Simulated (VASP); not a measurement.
Crystal: TaSiF.

```xyz
3
Lattice="3.0254 0.0000 0.0000 0.0000 3.0254 0.0000 0.0000 0.0000 5.7811" Properties=species:S:1:pos:R:3 pbc="T T T"
Ta    0.0000    0.0000    0.0000
Si    0.0000    0.0000    2.8905
F     1.5127    1.5127    2.8905
```

```yaml
Program: VASP 6.6.1
Task: relaxation of cell and atoms
Functional: PBE
Potentials_or_basis: VASP PAW PBE potentials, release 64 (Ta_pv, Si, F)
Cutoff: 600 eV
k_mesh: 6 × 6 × 4
Occupations: gaussian, width 0.1 eV
Spin: no spin polarisation
```

At the start: pressure -5.2 GPa; volume 17.64 Å³/atom.

Problem. How do energy, volume and symmetry change on relaxing?

Solution. Over 6 steps the energy falls by 51.9 meV/atom and the volume is 16.66 Å³/atom (-5.5 %); space group P4/mmm (No. 123, to 0.05 Å).

The path:
| step | energy change (eV) | largest force (eV/Å) | pressure (GPa) | volume (Å³) |
| --- | --- | --- | --- | --- |
| 1 | 0.0000 | 0.0000 | -5.18 | 52.91 |
| 2 | -0.1398 | 0.0000 | 3.24 | 48.58 |
| 3 | -0.1532 | 0.0000 | 0.97 | 49.46 |
| 4 | -0.1531 | 0.0000 | 0.80 | 49.53 |
| 5 | -0.1555 | 0.0000 | -0.33 | 50.10 |
| 6 | -0.1557 | 0.0000 | -0.11 | 49.98 |

Final structure:
```yaml
crystal:
  lattice:
    - [3.03216, 0.00000, 0.00000]
    - [0.00000, 3.03216, 0.00000]
    - [0.00000, 0.00000, 5.43667]
  atoms:
    - { symbol: Ta, position: [0.00000, 0.00000, 0.00000] }
    - { symbol: Si, position: [0.00000, 0.00000, 0.50000] }
    - { symbol: F, position: [0.50000, 0.50000, 0.50000] }
```
